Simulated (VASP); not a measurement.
Write the native input for VASP 6.6.1 that does the following.

* Task: single point
* Functional: PBEsol
* Potentials or basis: VASP PAW PBE potentials, release 64 (Mo_sv)
* Cutoff: 520 eV
* k mesh: 4 × 4 × 4
* Occupations: gaussian, width 0.1 eV
* Spin: no spin polarisation
* Dipole correction: no
* Further INCAR settings: LREAL = Auto; ALGO = Normal; EDIFF = 1e-07; NBANDS = 238

The structure of Mo (a cell with a defect) lies in POSCAR:

```
Mo
1.0
   -6.2586799260      0.0000000000     -6.2586799260
   -6.2586799260      6.2586799260      0.0000000000
    0.0000000000      6.2586799260     -6.2586799260
Mo
31
Direct
    0.8750000000      0.3750000000      0.3750000000
    0.7506750671      0.2506750671      0.7506750671
    0.7506750671      0.2506750671      0.2479747988
    0.6250000000      0.1250000000      0.6250000000
    0.6274340874      0.1274340874      0.1225659126
    0.4996291342     -0.0003708658      0.4996291342
    0.4996291342     -0.0003708658      0.0011125975
    0.8750000000      0.8750000000      0.8750000000
    0.8750000000      0.8750000000      0.3750000000
    0.7506750671      0.7479747988      0.7506750671
    0.7488874025      0.7503708658      0.2503708658
    0.6274340874      0.6225659126      0.6274340874
    0.6274340874      0.6225659126      0.1225659126
    0.4996291342      0.5011125975      0.4996291342
    0.3750000000      0.3750000000      0.8750000000
    0.5020252012      0.4993249329     -0.0006750671
    0.3750000000      0.3750000000      0.3750000000
    0.2479747988      0.2506750671      0.7506750671
    0.2503708658      0.2488874025      0.2503708658
    0.1225659126      0.1274340874      0.6274340874
    0.1225659126      0.1274340874      0.1225659126
    0.0011125975     -0.0003708658      0.4996291342
   -0.0006750671      0.0020252012     -0.0006750671
    0.3750000000      0.8750000000      0.8750000000
    0.3750000000      0.8750000000      0.3750000000
    0.2503708658      0.7503708658      0.7488874025
    0.2503708658      0.7503708658      0.2503708658
    0.1225659126      0.6225659126      0.6274340874
    0.1250000000      0.6250000000      0.1250000000
   -0.0006750671      0.4993249329      0.5020252012
   -0.0006750671      0.4993249329     -0.0006750671
```

This cell differs from its parent crystal: atoms taken out, then relaxed in part.

These files were run (other wordings do the same):

INCAR

```
PREC = Accurate
ENCUT = 520
EDIFF = 1E-7
ISMEAR = 0
SIGMA = 0.1
LREAL = Auto
LASPH = True
NELM = 80
ALGO = Normal
ISIF = 2
LWAVE = False
LCHARG = True
GGA = PS
LVHAR = True
NBANDS = 238
KPAR = 4
```

KPOINTS

```
Automatic mesh
0
Gamma
  4 4 4
```

Potentials or basis: VASP PAW PBE potentials, release 64 (Mo_sv).

Command:

```sh
$ cat potpaw_PBE.64/Mo_sv/POTCAR > POTCAR
$ mpirun -np 4 vasp_std > vasp.out
```

It gave:

The pressure is -2.6 GPa, the largest force is 0.010 eV/Å and the band gap on the k mesh is zero (bands 217 and 218 overlap by 0.49 eV).

Caveat: the cell differs from its parent crystal (atoms taken out, then relaxed in part); the PAW data sets were made with another functional, which shifts forces and pressure a little.

It took 21 min on 4 MPI ranks on Intel(R) Xeon(R) Platinum 8259CL CPU @ 2.50GHz (Skylake/Cascade Lake), with other jobs on the host, peak memory 1.1 GiB a rank.
